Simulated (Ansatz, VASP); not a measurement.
**One calculation of ZnSe, two programs**

```
CELL_PARAMETERS angstrom
0.00000 2.83293 2.83293
2.83293 0.00000 2.83293
2.83293 2.83293 0.00000
ATOMIC_POSITIONS crystal
Zn 0.00000 0.00000 0.00000
Se 0.75000 0.75000 0.75000
```

Alike in both runs: functional r2SCAN; k mesh 12 × 12 × 12; occupations fermi-dirac, width 0.05 eV; no spin polarisation.

Ansatz relaxed the structure, and its values are those at the end. VASP's run is a single point on that final structure, the one shown.

```csv
,VASP,Ansatz
version,VASP 6.6.1,Ansatz 0.2.0
potentials or method,"VASP PAW PBE potentials, release 64 (Zn, Se)","PAW with Ansatz's default frozen-core files, scalar-relativistic"
plane-wave cutoff (eV),520,500
valence electrons in the cell,18,28
```

VASP gave:

| Quantity | Value |
| --- | --- |
| pressure (GPa) | 0.1 |

Task: Which values does Ansatz return?

Result: Pressure (GPa): 0.0.

VASP's potentials were made for PBE, not for r2SCAN. The functional is the same, so the differences come from potentials, cutoffs and numerics. VASP's potentials hold 18 valence electrons a cell and Ansatz's 28, so a difference there can come from the potentials and not from the codes.
